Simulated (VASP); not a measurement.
A run of VASP 6.6.1 is set up as follows.

File POSCAR:

```
AlN
1.0
    0.0000000000      1.9776198442      1.9776198442
    1.9776198442      0.0000000000      1.9776198442
    1.9776198442      1.9776198442      0.0000000000
Al N
1 1
Direct
    0.0000000000      0.0000000000      0.0000000000
    0.5000000000      0.5000000000      0.5000000000
```

INCAR.step1

```
ALGO = Normal ; EDIFF = 1E-4
ENCUT = 520 ; GGA = PE
ISMEAR = -1 ; LASPH = True
LCHARG = False ; LREAL = False
LWAVE = True ; NBANDS = 11
NELM = 60 ; PREC = Accurate
SIGMA = 0.05
```

The input INCAR.step2:

```
ALGO = Normal ; EDIFF = 1E-6
ENCUT = 520 ; ISIF = 2
ISMEAR = -1 ; ISTART = 1
LASPH = True ; LCHARG = False
LMIXTAU = True ; LREAL = False
LWAVE = False ; METAGGA = R2SCAN
NBANDS = 11 ; NELM = 60
PREC = Accurate ; SIGMA = 0.05
```

KPOINTS

```
k-points
0
Gamma
  15 15 15
```

Potentials or basis: VASP PAW PBE potentials, release 64 (Al, N).

Command:

```console
$ cat potpaw_PBE.64/Al/POTCAR potpaw_PBE.64/N/POTCAR > POTCAR
$ cp INCAR.step1 INCAR
$ mpirun -np 1 vasp_std > vasp.out
$ cp INCAR.step2 INCAR
$ mpirun -np 1 vasp_std > vasp.out
```

Question: Predict the pressure.

Answer: 18.4 GPa.

Question: Predict the band gap on the k mesh.

Answer: 5.91 eV, indirect (least direct gap 7.54 eV).

Caveat: the PAW data sets were made with another functional, which shifts forces and pressure a little. A k mesh can miss the band edges.
